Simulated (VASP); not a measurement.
Here is a VASP 6.6.1 calculation.

The input INCAR:

```
  PREC = Accurate
  ENCUT = 500
  EDIFF = 1E-6
  ISMEAR = 0
  SIGMA = 0.15
  LREAL = F
  LASPH = T
  NELM = 120
  ALGO = Normal
  ISIF = 2
  LWAVE = F
  LCHARG = F
  GGA = PE
  NBANDS = 52
  GGA_COMPAT = F
```

The input KPOINTS:

```
Automatic mesh
0
Gamma
  8 8 8
```

The input POSCAR:

```
BiTe
1.0
    6.4700000000      0.0000000000      0.0000000000
    0.0000000000     -6.4700000000      0.0000000000
    0.0000000000      0.0000000000     -6.4700000000
Bi Te
4 4
Direct
    0.0000000000      0.5000000000      0.5000000000
    0.5000000000      0.0000000000      0.5000000000
    0.5000000000      0.5000000000      0.0000000000
    0.0000000000      0.0000000000      0.0000000000
    0.5000000000      0.0000000000      0.0000000000
    0.0000000000      0.5000000000      0.0000000000
    0.0000000000      0.0000000000      0.5000000000
    0.5000000000      0.5000000000      0.5000000000
```

Potentials or basis: VASP PAW PBE potentials, release 64 (Bi_d, Te).

Command:

```sh
$ cat potpaw_PBE.64/Bi_d/POTCAR potpaw_PBE.64/Te/POTCAR > POTCAR
$ mpirun -np 1 vasp_std > vasp.out
```

Predict the pressure.

0.6 GPa.
